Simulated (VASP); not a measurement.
# Al3InAs4 (P-43m) in VASP: notebook

The runs below take Al3InAs4 through single point, relaxation of cell and atoms, with PBE, r2SCAN.

All numbers are computed with VASP 6.6.1; they aren't measurements. Logs are shortened: lines on timing, memory, paths and dates and some standing lists are left out, and cuts for length are marked.

## 1. The cell of the first run

The structure is cubic, space group P-43m (No. 215). Conventional cell: a = 5.950 Å, b = 5.950 Å, c = 5.950 Å, α = 90.00°, β = 90.00°, γ = 90.00°. Al (site symmetry -42m) has 4 As at 2.54 Å within 3.4 Å. In (site symmetry -43m) has 4 As at 2.68 Å within 3.5 Å. As (site symmetry 3m) has 3 Al at 2.54 Å and 1 In at 2.68 Å within 3.4 Å.

## 2. Single point, PBE (26.33 Å³/atom)

INCAR reads:

```
ALGO     = Normal         # electronic algorithm
EDIFF    = 1E-6           # SCF threshold, eV
ENCUT    = 520            # plane-wave cutoff, eV
GGA      = PE             # functional
ISIF     = 2              # what is computed and relaxed
ISMEAR   = 0              # smearing method
LASPH    = T              # aspherical terms in the spheres
LCHARG   = F              # write CHGCAR
LREAL    = F              # projectors in reciprocal space
LWAVE    = F              # write WAVECAR
NBANDS   = 31             # bands
NELM     = 100            # most SCF steps
PREC     = Accurate       # precision mode
SIGMA    = 0.02           # smearing width, eV
```

KPOINTS reads:

```
k-points
0
Gamma
  6 6 6
```

POSCAR reads:

```
Al3InAs4
1.0
    5.9499376762      0.0000000000      0.0000000000
    0.0000000000      5.9499376762      0.0000000000
    0.0000000000      0.0000000000      5.9499376762
Al In As
3 1 4
Direct
    0.5000000000      0.0000000000      0.0000000000
    0.0000000000      0.0000000000      0.5000000000
    0.0000000000      0.5000000000      0.0000000000
    0.5000000000      0.5000000000      0.5000000000
    0.7603945353      0.2396054647      0.7603945353
    0.7603945353      0.7603945353      0.2396054647
    0.2396054647      0.2396054647      0.2396054647
    0.2396054647      0.7603945353      0.7603945353
```

Potentials or basis: VASP PAW PBE potentials, release 64 (Al, In_d, As).

Started as:

```bash
$ cat potpaw_PBE.64/Al/POTCAR potpaw_PBE.64/In_d/POTCAR potpaw_PBE.64/As/POTCAR > POTCAR
$ mpirun -np 1 vasp_std > vasp.out
```

OUTCAR:

```text
EDIFF = 1E-6
   ENCUT = 520
   GGA = PE
   ISIF = 2
   ISMEAR = 0
   LASPH = T
   LREAL = F
   NELM = 100
   PREC = Accurate

 ion  position               nearest neighbor table
   1  0.500  0.000  0.000-   5 2.54   6 2.54   7 2.54   8 2.54
   2  0.000  0.000  0.500-   5 2.54   6 2.54   7 2.54   8 2.54
   3  0.000  0.500  0.000-   5 2.54   6 2.54   7 2.54   8 2.54
   4  0.500  0.500  0.500-   5 2.68   6 2.68   7 2.68   8 2.68
   5  0.760  0.240  0.760-   2 2.54   1 2.54   3 2.54   4 2.68
   6  0.760  0.760  0.240-   2 2.54   1 2.54   3 2.54   4 2.68
   7  0.240  0.240  0.240-   2 2.54   1 2.54   3 2.54   4 2.68
   8  0.240  0.760  0.760-   2 2.54   1 2.54   3 2.54   4 2.68

  LATTYP: Found a simple cubic cell.
 ALAT       =     5.9499376762

  Lattice vectors:

 A1 = (   5.9499376762,   0.0000000000,   0.0000000000)
 A2 = (   0.0000000000,   5.9499376762,   0.0000000000)
 A3 = (   0.0000000000,   0.0000000000,   5.9499376762)

Analysis of symmetry for initial positions (statically):
=====================================================================
 Subroutine PRICEL returns:
 Original cell was already a primitive cell.

 Routine SETGRP: Setting up the symmetry group for a
 simple cubic supercell.

 Subroutine GETGRP returns: Found 24 space group operations
 (whereof 24 operations were pure point group operations)
 out of a pool of 48 trial point group operations.

The static configuration has the point symmetry T_d .

Analysis of symmetry for dynamics (positions and initial velocities):
=====================================================================
 Subroutine PRICEL returns:
 Original cell was already a primitive cell.

 Routine SETGRP: Setting up the symmetry group for a
 simple cubic supercell.

 Subroutine GETGRP returns: Found 24 space group operations
 (whereof 24 operations were pure point group operations)
 out of a pool of 48 trial point group operations.

The dynamic configuration has the point symmetry T_d .

 Subroutine INISYM returns: Found 24 space group operations
 (whereof 24 operations are pure point group operations),
 and found     1 'primitive' translations

----------------------------------------------------------------------------------------

                                     Primitive cell

  volume of cell :     210.6383

  direct lattice vectors                    reciprocal lattice vectors
     5.949937676  0.000000000  0.000000000     0.168068987  0.000000000  0.000000000
     0.000000000  5.949937676  0.000000000     0.000000000  0.168068987  0.000000000
     0.000000000  0.000000000  5.949937676     0.000000000  0.000000000  0.168068987

  length of vectors
     5.949937676  5.949937676  5.949937676     0.168068987  0.168068987  0.168068987

  position of ions in fractional coordinates (direct lattice)
     0.500000000  0.000000000  0.000000000
     0.000000000  0.000000000  0.500000000
     0.000000000  0.500000000  0.000000000
     0.500000000  0.500000000  0.500000000
     0.760394535  0.239605465  0.760394535
     0.760394535  0.760394535  0.239605465
     0.239605465  0.239605465  0.239605465
     0.239605465  0.760394535  0.760394535

  ion indices of the primitive-cell ions
   primitive index   ion index
                 1           1
                 2           2
                 3           3
                 4           4
                 5           5
                 6           6
                 7           7
                 8           8

----------------------------------------------------------------------------------------

 KPOINTS: k-points

Automatic generation of k-mesh.
 Grid dimensions read from file:
 generate k-points for:    6    6    6

 Generating k-lattice:

  Cartesian coordinates                     Fractional coordinates (reciprocal lattice)
     0.028011498  0.000000000  0.000000000     0.166666667  0.000000000  0.000000000
     0.000000000  0.028011498  0.000000000     0.000000000  0.166666667  0.000000000
     0.000000000  0.000000000  0.028011498     0.000000000  0.000000000  0.166666667

  Length of vectors
     0.028011498  0.028011498  0.028011498

  Shift w.r.t. Gamma in fractional coordinates (k-lattice)
     0.000000000  0.000000000  0.000000000

 Subroutine IBZKPT returns following result:
 ===========================================

 Found     20 irreducible k-points:

 Following reciprocal coordinates:
            Coordinates               Weight
  0.000000  0.000000  0.000000      1.000000
  0.166667  0.000000  0.000000      6.000000
  0.333333  0.000000  0.000000      6.000000
  0.500000  0.000000  0.000000      3.000000
  0.166667  0.166667  0.000000     12.000000
  0.333333  0.166667  0.000000     24.000000
[... 12 lines left out ...]
  0.500000  0.500000  0.333333      6.000000
  0.500000  0.500000  0.500000      1.000000
   k-points           NKPTS =     20   k-points in BZ     NKDIM =     20   number of bands    NBANDS=     31
   number of dos      NEDOS =    301   number of ions     NIONS =      8
   total plane-waves  NPLWV = 110592
   dimension x,y,z NGX =    48 NGY =   48 NGZ =   48
   dimension x,y,z NGXF=    96 NGYF=   96 NGZF=   96
   ions per type =               3   1   4
   NGX,Y,Z   is equivalent  to a cutoff of  13.41, 13.41, 13.41 a.u.
   NGXF,Y,Z  is equivalent  to a cutoff of  26.82, 26.82, 26.82 a.u.
 SYSTEM =  unknown system
   PREC   = accura    normal or accurate (medium, high low for compatibility)
   ISTART =      0    job   : 0-new  1-cont  2-samecut
   ICHARG =      2    charge: 1-file 2-atom 10-const
   ISPIN  =      1    spin polarized calculation?
   LNONCOLLINEAR =      F non collinear calculations
   LSORBIT =      F    spin-orbit coupling
   LASPH  =      T    aspherical Exc in radial PAW
   ENCUT  =  520.0 eV  38.22 Ry    6.18 a.u.  11.06 11.06 11.06*2*pi/ulx,y,z
   NELM   =    100;   NELMIN=  2; NELMDL= -5     # of ELM steps
   EDIFF  = 0.1E-05   stopping-criterion for ELM
   LREAL  =      F    real-space projection
   EDIFFG = 0.1E-04   stopping-criterion for IOM
   NSW    =      0    number of steps for IOM
[... 5 lines left out ...]
   TEBEG  =    0.0;   TEEND  =   0.0 temperature during run
   PSTRESS=    0.0 pullay stress
   NELECT =      42.0000    total number of electrons
   NUPDOWN=      -1.0000    fix difference up-down
   EMIN   =  10.00;   EMAX   =-10.00  energy-range for DOS
   EFERMI =   0.00;   METHOD = LEGACY
   ISMEAR =     0;   SIGMA  =   0.02  broadening in eV -4-tet -1-fermi 0-gaus
   EFERMI_NEDOS =   21; number of points for ismear=-14 and -15
   IALGO  =     38    algorithm
   IMIX   =      4    mixing-type and parameters
     AMIX     =   0.40;   BMIX     =  1.00
     AMIX_MAG =   1.60;   BMIX_MAG =  1.00
  volume/ion in A,a.u.               =      26.33       177.68
  Fermi-wavevector in a.u.,A,eV,Ry     =   0.956413  1.807359 12.445603  0.914726
  Thomas-Fermi vector in A             =   2.085339
   LORBIT       =      0    0 simple, 1 ext, 2 COOP (PROOUT), +10 PAW based schemes
   GGA     = PE    functional components
   LHFCALC =     F    Hartree Fock is set to
   AEXX    =    0.0000 exact exchange contribution
   IVDW    =     0    specifies the selected vdW correction
   LEPSILON=     F    determine dielectric tensor
   LRPA    =     F    only Hartree local field effects (RPA)
 non-spin polarized calculation
 Gauss-broadening in eV      SIGMA  =   0.02
  energy-cutoff  :      520.00
  volume of cell :      210.64
 maximum number of plane-waves:      5716
 NGX is ok and might be reduce to    48
   NGX = 23   NGY = 23   NGZ = 23

 number of electron      41.9999999 magnetization

 Free energy of the ion-electron system (eV)
  ---------------------------------------------------
  ext. energy  EPLUGINS =         0.00000000
  ---------------------------------------------------
  free energy    TOTEN  =       -35.67407743 eV

  energy without entropy =      -35.67407743  energy(sigma->0) =      -35.67407743

 E-fermi :   3.3634     XC(G=0):  -8.6838

 val. band max:        3.2297763465   @ k =   0.0000   0.0000   0.0000
 cond. band min:       3.9885650014   @ k =   0.0000   0.0000   0.0000
 fundamental gap:      0.7587886549
 Fermi energy:         3.3634247213

 k-point     1 :       0.0000    0.0000    0.0000
  band No.  band energies     occupation
      1     -10.7061      2.00000
      2     -10.7061      2.00000
      3     -10.7061      2.00000
      4     -10.6066      2.00000
      5     -10.6066      2.00000
      6      -8.0875      2.00000
[... 23 lines left out ...]
     30       7.3198      0.00000
     31       7.3198      0.00000

 k-point     2 :       0.1667    0.0000    0.0000
  band No.  band energies     occupation
      1     -10.7068      2.00000
      2     -10.7065      2.00000
      3     -10.7065      2.00000
      4     -10.6065      2.00000
      5     -10.6062      2.00000
      6      -8.0069      2.00000
[... 23 lines left out ...]
     30       7.6678      0.00000
     31       7.6678      0.00000

 k-point     3 :       0.3333    0.0000    0.0000
  band No.  band energies     occupation
      1     -10.7082      2.00000
      2     -10.7074      2.00000
      3     -10.7074      2.00000
      4     -10.6064      2.00000
      5     -10.6055      2.00000
      6      -7.7732      2.00000
[... 23 lines left out ...]
     30       8.5205      0.00000
     31       8.5205      0.00000

 k-point     4 :       0.5000    0.0000    0.0000
  band No.  band energies     occupation
      1     -10.7089      2.00000
      2     -10.7079      2.00000
      3     -10.7079      2.00000
      4     -10.6063      2.00000
      5     -10.6051      2.00000
      6      -7.4376      2.00000
[... 23 lines left out ...]
     30       8.3360      0.00000
     31       8.3360      0.00000

 k-point     5 :       0.1667    0.1667    0.0000
  band No.  band energies     occupation
      1     -10.7077      2.00000
      2     -10.7070      2.00000
      3     -10.7068      2.00000
      4     -10.6063      2.00000
      5     -10.6060      2.00000
      6      -7.9284      2.00000
[... 23 lines left out ...]
     30       7.4906      0.00000
     31       7.9895      0.00000
[... 406 lines left out ...]
     30       7.9751      0.00000
     31       8.5063      0.00000

 k-point    18 :       0.5000    0.3333    0.3333
  band No.  band energies     occupation
      1     -10.7116      2.00000
      2     -10.7109      2.00000
      3     -10.7106      2.00000
      4     -10.6046      2.00000
      5     -10.6043      2.00000
      6      -7.0700      2.00000
[... 23 lines left out ...]
     30       8.1506      0.00000
     31       8.2601      0.00000

 k-point    19 :       0.5000    0.5000    0.3333
  band No.  band energies     occupation
      1     -10.7120      2.00000
      2     -10.7112      2.00000
      3     -10.7112      2.00000
      4     -10.6044      2.00000
      5     -10.6041      2.00000
      6      -6.9784      2.00000
[... 23 lines left out ...]
     30       8.0613      0.00000
     31       8.0693      0.00000

 k-point    20 :       0.5000    0.5000    0.5000
  band No.  band energies     occupation
      1     -10.7119      2.00000
      2     -10.7119      2.00000
      3     -10.7119      2.00000
      4     -10.6040      2.00000
      5     -10.6040      2.00000
      6      -6.9700      2.00000
[... 23 lines left out ...]
     30       7.9019      0.00000
     31       7.9020      0.00000

------------------------ aborting loop because EDIFF is reached ----------------------------------------

  FORCE on cell =-STRESS in cart. coord.  units (eV):
  Direction    XX          YY          ZZ          XY          YZ          ZX
  --------------------------------------------------------------------------------------
  -------------------------------------------------------------------------------------
  Total       -4.0441115     -4.0441115     -4.0441115      0.0000000      0.0000000      0.0000000
  in kB      -30.7607167    -30.7607167    -30.7607167      0.0000000      0.0000000      0.0000000
  external PRESSURE =     -30.7607167 kB  Pullay stress =       0.0000000 kB

 VOLUME and BASIS-vectors are now :
 -----------------------------------------------------------------------------
  energy-cutoff  :      520.00
  volume of cell :      210.64
      direct lattice vectors                 reciprocal lattice vectors
     5.949937676  0.000000000  0.000000000     0.168068987  0.000000000  0.000000000
     0.000000000  5.949937676  0.000000000     0.000000000  0.168068987  0.000000000
     0.000000000  0.000000000  5.949937676     0.000000000  0.000000000  0.168068987

 POSITION                                       TOTAL-FORCE (eV/Angst)
 -----------------------------------------------------------------------------------
      2.97497      0.00000      0.00000         0.000000      0.000000     -0.000000
      0.00000      0.00000      2.97497         0.000000     -0.000000     -0.000000
      0.00000      2.97497      0.00000         0.000000     -0.000000     -0.000000
      2.97497      2.97497      2.97497         0.000000      0.000000     -0.000000
      4.52430      1.42564      4.52430        -0.001567      0.001567     -0.001567
      4.52430      4.52430      1.42564        -0.001567     -0.001567      0.001567
      1.42564      1.42564      1.42564         0.001567      0.001567      0.001567
      1.42564      4.52430      4.52430         0.001567     -0.001567     -0.001567
 -----------------------------------------------------------------------------------
    total drift:                                0.000000      0.000000     -0.000000

  FREE ENERGIE OF THE ION-ELECTRON SYSTEM (eV)
  ---------------------------------------------------
  free  energy   TOTEN  =       -35.6740774272 eV

  energy  without entropy=      -35.6740774272  energy(sigma->0) =      -35.67407743
```

It took 85 s on 1 thread of AMD EPYC 9R45 (Zen 5), shared host; peak memory 0.37 GiB.

Results:

| Property | Result |
| --- | --- |
| Free energy | -35.6741 eV |
| Pressure | -3.1 GPa |
| Band gap on the k mesh | 0.76 eV |

Forces on the atoms (eV/Å):
```
Al   0.000  0.000  0.000
Al   0.000  0.000  0.000
Al   0.000  0.000  0.000
In   0.000  0.000  0.000
As  -0.002  0.002 -0.002
As  -0.002 -0.002  0.002
As   0.002  0.002  0.002
As   0.002 -0.002 -0.002
```

Caveat: the cell stands under tension; semilocal functionals underestimate gaps, and a narrow one can read as zero; spin-orbit coupling is left out, which moves the levels of the heavy elements. A k mesh can miss the band edges.

## 3. Single point, PBE (27.32 Å³/atom)

This run uses another cell than the first one, of 27.32 Å³/atom.

INCAR reads:

```
PREC = Accurate ; ENCUT = 520
EDIFF = 1E-6 ; ISMEAR = 0
SIGMA = 0.02 ; LREAL = F
LASPH = T ; NELM = 80
ALGO = Normal ; ISIF = 2
LWAVE = F ; LCHARG = F
GGA = PE ; NBANDS = 31
```

KPOINTS reads:

```
regular mesh
0
Gamma
  6 6 6
```

POSCAR reads:

```
Al3InAs4
1.0
    6.0238575038      0.0000000000      0.0000000000
    0.0000000000      6.0238575038      0.0000000000
    0.0000000000      0.0000000000      6.0238575038
Al In As
3 1 4
Direct
    0.5000000000      0.0000000000      0.0000000000
    0.0000000000      0.0000000000      0.5000000000
    0.0000000000      0.5000000000      0.0000000000
    0.5000000000      0.5000000000      0.5000000000
    0.7601999030      0.2398000970      0.7601999030
    0.7601999030      0.7601999030      0.2398000970
    0.2398000970      0.2398000970      0.2398000970
    0.2398000970      0.7601999030      0.7601999030
```

Potentials or basis: VASP PAW PBE potentials, release 64 (Al, In_d, As).

Started as:

```bash
$ cat potpaw_PBE.64/Al/POTCAR potpaw_PBE.64/In_d/POTCAR potpaw_PBE.64/As/POTCAR > POTCAR
$ mpirun -np 1 vasp_std > vasp.out
```

Run time: 81 s. Hardware: 1 thread of AMD EPYC 9R45 (Zen 5), shared host; peak memory 0.37 GiB.

The run converged. Its results:

| Item | Value |
| --- | --- |
| Free energy | -35.4803 eV |
| Pressure | -4.7 GPa |
| Band gap on the k mesh | 0.51 eV |

Forces on the atoms (eV/Å):
```
Al   0.000  0.000  0.000
Al   0.000  0.000  0.000
Al   0.000  0.000  0.000
In   0.000  0.000  0.000
As  -0.001  0.001 -0.001
As  -0.001 -0.001  0.001
As   0.001  0.001  0.001
As   0.001 -0.001 -0.001
```

Levels at points of the mesh, in eV from the valence-band top:
```csv
k point,band 18,band 19,band 20,band 21,band 22,band 23,band 24,band 25
"(0.00, 0.00, 0.00)",-1.84,0.00,0.00,0.00,0.51,1.65,1.72,1.72
"(0.50, 0.00, 0.00)",-1.30,-1.30,-0.96,-0.96,2.36,2.58,2.99,3.12
"(0.50, 0.50, 0.00)",-1.11,-0.81,-0.63,-0.63,2.73,2.73,2.75,3.31
"(0.50, 0.50, 0.50)",-0.87,-0.47,-0.47,-0.47,1.12,1.47,1.47,1.47
```

Caveat: the cell stands under tension; semilocal functionals underestimate gaps, and a narrow one can read as zero; spin-orbit coupling is left out, which moves the levels of the heavy elements.

(Continued in part 2 of 2.)
